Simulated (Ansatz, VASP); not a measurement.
# One calculation of Si15O32, two programs

```
Si O
1.0
    -5.08139    5.08139    7.09441
     5.08139   -5.08139    7.09441
     5.08139    5.08139   -7.09441
Si O
15 32
Direct
  0.12683 0.12723 0.75391
  0.10935 0.57952 0.23723
  0.62775 0.15822 0.23675
  0.50269 0.26437 0.95889
  0.47389 0.67707 0.43698
  0.98999 0.29390 0.54504
  0.98741 0.77341 0.06163
  0.95600 0.19551 0.95901
  0.05534 0.75161 0.54531
  0.46309 0.26109 0.43686
  0.57400 0.78859 0.06146
  0.09250 0.13793 0.26358
  0.17359 0.67373 0.84733
  0.57759 0.07830 0.65533
  0.67150 0.62664 0.26392
  0.07294 0.14971 0.88873
  0.14124 0.66276 0.44059
  0.48201 0.15913 0.26473
  0.66654 0.68414 0.95557
  0.10463 0.47779 0.72223
  0.08949 0.96432 0.23569
  0.59213 0.45538 0.06155
  0.51668 0.87745 0.54550
  0.31547 0.23982 0.88865
  0.28286 0.60668 0.26463
  0.79946 0.27806 0.43981
  0.78924 0.77283 0.95724
  0.27632 0.24350 0.36140
  0.37421 0.72350 0.95705
  0.77366 0.13434 0.78052
  0.86149 0.65918 0.39875
  0.96888 0.10704 0.06144
  0.11783 0.74492 0.72253
  0.52880 0.16956 0.54575
  0.64721 0.77256 0.23623
  0.00995 0.38844 0.10790
  0.10461 0.93980 0.61926
  0.56428 0.46072 0.53837
  0.63187 0.97472 0.13272
  0.03810 0.23997 0.39925
  0.08229 0.73308 0.95657
  0.50648 0.14721 0.78029
  0.58591 0.61970 0.36244
  0.59787 0.22002 0.10744
  0.47360 0.57856 0.53794
  0.01416 0.17962 0.61889
  0.00078 0.65908 0.13353
```

Alike in both runs: task single point; functional HSE06; k mesh 1 × 1 × 1; occupations fermi-dirac, width 0.01 eV; no spin polarisation.

```csv
,VASP,Ansatz
version,VASP 6.6.1,Ansatz 0.2.0
potentials or method,"VASP PAW PBE potentials, release 64 (Si, O), cutoff 520 eV",plane-wave PAW DFT
valence electrons in the cell,252,252
```

Ansatz gave:

```
gap on the k mesh at the Fermi level (eV) : 5.39
rms of the force components (eV/Å)        : 0.199
```

**Question.** Which values does VASP return?

**Answer.** gap on the k mesh at the Fermi level (eV): 5.38; rms of the force components (eV/Å): 0.188.

Atom by atom the forces differ by 0.029 eV/Å (rms over components).
